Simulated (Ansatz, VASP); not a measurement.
## Rh in VASP and in Ansatz

INCAR

```
ALGO = Fast
EDIFF = 1E-6
ENCUT = 520
GGA = PS
ISIF = 2
ISMEAR = 0
KPAR = 4
LASPH = True
LCHARG = True
LREAL = False
LVHAR = True
LWAVE = False
NBANDS = 22
NELM = 60
PREC = Accurate
SIGMA = 0.15
```

KPOINTS

```
k-points
0
Gamma
  24 24 14
```

Contents of POSCAR:

```
Rh
1.0
    2.6887360848      0.0000000000      0.0000000000
   -1.3443680424      2.3285137535      0.0000000000
    0.0000000000      0.0000000000      4.3290202437
Rh
2
Direct
    0.6108783724      0.3333333333      0.6807002548
    0.3333333333      0.6666666667      0.2500000000
```

Input for Ansatz:

```yaml
crystal:
  lattice:
    - [2.6887360848, 0.0, 0.0]
    - [-1.3443680424, 2.3285137535, 0.0]
    - [0.0, 0.0, 4.3290202437]
  atoms:
    - { symbol: Rh, position: [0.6108783724, 0.3333333333, 0.6807002548] }
    - { symbol: Rh, position: [0.3333333333, 0.6666666667, 0.25] }
basis:
  ecutwfc: 420
kpoints:
  mp_grid: { grid: [24, 24, 14] }
hamiltonian:
  xc: pbesol
scf:
  occupations: { method: gaussian, width: 0.15 }
output:
  forces: true
  stress: true
  eigenvalues: true
```

Alike in both runs: task single point; functional PBEsol; k mesh 24 × 24 × 14; occupations gaussian, width 0.15 eV; no spin polarisation.

|  | VASP | Ansatz |
| --- | --- | --- |
| version | VASP 6.6.1 | Ansatz 0.2.0 |
| potentials or method | VASP PAW PBE potentials, release 64 (Rh_pv), cutoff 520 eV | scalar-relativistic, plane waves, PAW |
| valence electrons in the cell | 30 | 34 |

Ansatz gave:

| Quantity | Value |
| --- | --- |
| gap on the k mesh at the Fermi level (eV) | none |
| pressure (GPa) | 16.8 |
| traceless stress, the component that is largest in VASP (GPa) | 8.64 |
| rms of the force components (eV/Å) | 2.454 |

Task: What did VASP give for the same quantities?

Result: gap on the k mesh at the Fermi level (eV): none; pressure (GPa): 17.1; traceless stress, the component that is largest in VASP (GPa): 8.76; rms of the force components (eV/Å): 2.481.

VASP's potentials were made for PBE, not for PBEsol. Atom by atom the forces differ by 0.027 eV/Å (rms over components). A gap of «none» marks a metal or a gap that the smearing closes. With one functional, cell and mesh, what is left measures potentials, basis and numerics. VASP's potentials hold 30 valence electrons a cell and Ansatz's 34, so a difference there can come from the potentials and not from the codes.
